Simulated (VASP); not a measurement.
Wanted: the native input for a VASP 6.6.1 run.

```
Task                   : single point
Functional             : LDA
Potentials or basis    : VASP PAW LDA potentials, release 64 (Cs_sv)
Cutoff                 : 520 eV
k mesh                 : 8 × 8 × 8
Occupations            : gaussian, width 0.3 eV
Spin                   : no spin polarisation
Dipole correction      : no
Further INCAR settings : ALGO = Normal; EDIFF = 1e-06; NBANDS = 10
```

The structure of Cs lies in POSCAR:

```
Cs
1.0
   -2.8840810378      2.8840810378      2.8840810378
    2.8840810378     -2.8840810378      2.8840810378
    2.8840810378      2.8840810378     -2.8840810378
Cs
1
Direct
    0.0000000000      0.0000000000      0.0000000000
```

These files were run (other wordings do the same):

INCAR

```
PREC     = Accurate       # precision mode
ENCUT    = 520            # plane-wave cutoff, eV
EDIFF    = 1E-6           # SCF threshold, eV
ISMEAR   = 0              # smearing method
SIGMA    = 0.3            # smearing width, eV
LREAL    = False          # projectors in reciprocal space
LASPH    = True           # aspherical terms in the spheres
NELM     = 60             # most SCF steps
ALGO     = Normal         # electronic algorithm
ISIF     = 2              # what is computed and relaxed
LWAVE    = False          # write WAVECAR
LCHARG   = False          # write CHGCAR
GGA      = CA             # functional
NBANDS   = 10             # bands
```

KPOINTS

```
Automatic mesh
0
Gamma
  8 8 8
```

Potentials or basis: VASP PAW LDA potentials, release 64 (Cs_sv).

Launch:

```console
$ cat potpaw_LDA.64/Cs_sv/POTCAR > POTCAR
$ mpirun -np 1 vasp_std > vasp.out
```

It gave:

- Pressure: 0.0 GPa

It took 16 s on 1 thread of Intel Xeon 6975P-C, on a shared host, peak memory 0.2 GiB.
